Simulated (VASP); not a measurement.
## Bi: single point with r2SCAN

Crystal: Bi.

```
Bi
1.0
     3.29497    0.00000    0.00000
     0.00000    3.29497    0.00000
     0.00000    0.00000    3.29497
Bi
1
Direct
  0.00000 0.00000 0.00000
```

This isn't the form of Bi at room conditions, which is rhombohedral.

| Property | Result |
| --- | --- |
| Program | VASP 6.6.1 |
| Task | single point |
| Functional | r2SCAN |
| Potentials or basis | VASP PAW PBE potentials, release 64 (Bi_d) |
| Cutoff | 520 eV |
| k mesh | 11 × 11 × 11 |
| Occupations | fermi-dirac, width 0.1 eV |
| Spin | no spin polarisation |

```
Pressure               : -1.7 GPa
Band gap on the k mesh : zero (an odd number of electrons rules out a gap without spin polarisation)
```

Levels at points of the mesh, in eV from the Fermi level:
```
           k point  band 5  band 6  band 7  band 8  band 9  band 10
(0.00, 0.00, 0.00)  -23.25  -13.40    3.24    3.24    3.24     6.84
```

It took 82 s on 1 thread of Intel(R) Xeon(R) 6975P-C (Granite Rapids), on a shared host, peak memory 0.17 GiB.

Caveat: the PAW data sets were made with another functional, which shifts forces and pressure a little; spin-orbit coupling is left out, which moves the levels of the heavy elements.
